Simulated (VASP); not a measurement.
Runs of VASP 6.6.1 on CdF2. The structure is that of space group Fm-3m (No. 225), or close to it. The cells are those of the table. 

```csv
level,cell,smearing,gap on the mesh (eV),pressure (GPa)
r2SCAN,"a = 3.942 Å, angles 60.0°, 3 atoms",gaussian 0.01 eV,3.38,(c)
PBE,"a = 3.817, b = 3.817, c = 3.862 Å, angles 59.6, 59.6, 60.8°, 3 atoms",fermi-dirac 0.02 eV,(b),4.1
r2SCAN,"a = 3.817, b = 3.817, c = 3.862 Å, angles 59.6, 59.6, 60.8°, 3 atoms",gaussian 0.01 eV,3.66,-1.0
PBE,"a = 3.942 Å, angles 60.0°, 3 atoms",fermi-dirac 0.02 eV,2.71,(a)
```

Alike in all rows: task single point; potentials or basis VASP PAW PBE potentials, release 64 (Cd, F); no spin polarisation; k mesh 8 × 8 × 8; cutoff (eV) 520.

Task: Estimate the missing entries.

Result: (a) -3.8; (b) 2.98; (c) -8.5.

Caveats: the cell stands under tension (at least some runs); the PAW data sets were made with another functional, which shifts forces and pressure a little (at least some runs); the cell stands under pressure (at least some runs).

A k mesh can miss the band edges, and the runs leave out spin-orbit coupling on Cd.
